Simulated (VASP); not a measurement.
Here is a VASP 6.6.1 calculation.

POSCAR

```
CsH
1.0
    0.1793250000      3.1880000000      3.1880000000
    3.1880000000      0.1793250000      3.1880000000
    3.3673250000      3.3673250000      0.0000000000
Cs H
1 1
Direct
    0.0000000000      0.0000000000      0.0000000000
    0.5000000000      0.5000000000      0.5000000000
```

The input INCAR.step1:

```
  ALGO = Normal
  EDIFF = 1E-4
  ENCUT = 520
  GGA = PE
  ISMEAR = 0
  LASPH = True
  LCHARG = False
  LREAL = False
  LWAVE = True
  NBANDS = 12
  NELM = 100
  PREC = Accurate
  SIGMA = 0.05
```

File INCAR.step2:

```
  ALGO = Normal
  EDIFF = 1E-6
  ENCUT = 520
  ISIF = 2
  ISMEAR = 0
  ISTART = 1
  LASPH = True
  LCHARG = False
  LMIXTAU = True
  LREAL = False
  LWAVE = False
  METAGGA = R2SCAN
  NBANDS = 12
  NELM = 100
  PREC = Accurate
  SIGMA = 0.05
```

The input KPOINTS:

```
k-points
0
Gamma
  6 6 6
```

Potentials or basis: VASP PAW PBE potentials, release 64 (Cs_sv, H).

The run is started by

```sh
$ cat potpaw_PBE.64/Cs_sv/POTCAR potpaw_PBE.64/H/POTCAR > POTCAR
$ cp INCAR.step1 INCAR
$ mpirun -np 1 vasp_std > vasp.out
$ cp INCAR.step2 INCAR
$ mpirun -np 1 vasp_std > vasp.out
```

(1) Predict the band gap on the k mesh.

(2) What does it give for the pressure?

Results:

(1) 2.63 eV (least direct gap 2.64 eV).

(2) 0.0 GPa.

Caveat: the cell differs from its parent crystal (strain +0.1125 x Voigt [0, 0, 0, 0, 0, 1]); the PAW data sets were made with another functional, which shifts forces and pressure a little; spin-orbit coupling is left out, which moves the levels of the heavy elements.
